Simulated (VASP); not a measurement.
**Sn: single point with PBE**

Crystal: Sn.

```
CELL_PARAMETERS angstrom
0.00000 3.22435 3.22435
3.22435 0.00000 3.22435
3.22435 3.22435 0.00000
ATOMIC_POSITIONS crystal
Sn 0.00000 0.00000 0.00000
Sn 0.25000 0.25000 0.25000
```

This cell differs from its parent crystal: volume scaled by 0.91.

- Program: VASP 6.6.1
- Task: single point
- Functional: PBE
- Potentials or basis: VASP PAW PBE potentials, release 64 (Sn_d)
- Cutoff: 520 eV
- k mesh: 12 × 12 × 12
- Occupations: gaussian, width 0.1 eV
- Spin: no spin polarisation

```yaml
Pressure: 4.2 GPa
Band_gap_on_the_k_mesh: zero (band 14 reaches 5.93 eV, above the bottom of band 15 at 5.88 eV)
```

Levels at points of the mesh, in eV from the Fermi level:
```
           k point  band 10  band 11  band 12  band 13  band 14  band 15  band 16  band 17  band 18  band 19
(0.00, 0.00, 0.00)   -21.35   -10.76    -0.53     0.06     0.06     0.06     2.13     2.13     2.13     5.00
(0.50, 0.00, 0.00)   -21.31    -9.10    -6.40    -1.18    -1.18     0.00     3.21     3.21     5.60     8.57
(0.50, 0.50, 0.00)   -21.28    -7.61    -7.61    -2.55    -2.55     0.77     0.77     7.82     7.82     9.43
```

Wall time 68 s on 1 thread of Intel(R) Xeon(R) Platinum 8375C CPU @ 2.90GHz (Ice Lake) (shared host), peak memory 0.24 GiB.

Caveat: spin-orbit coupling is left out, which moves the levels of the heavy elements.
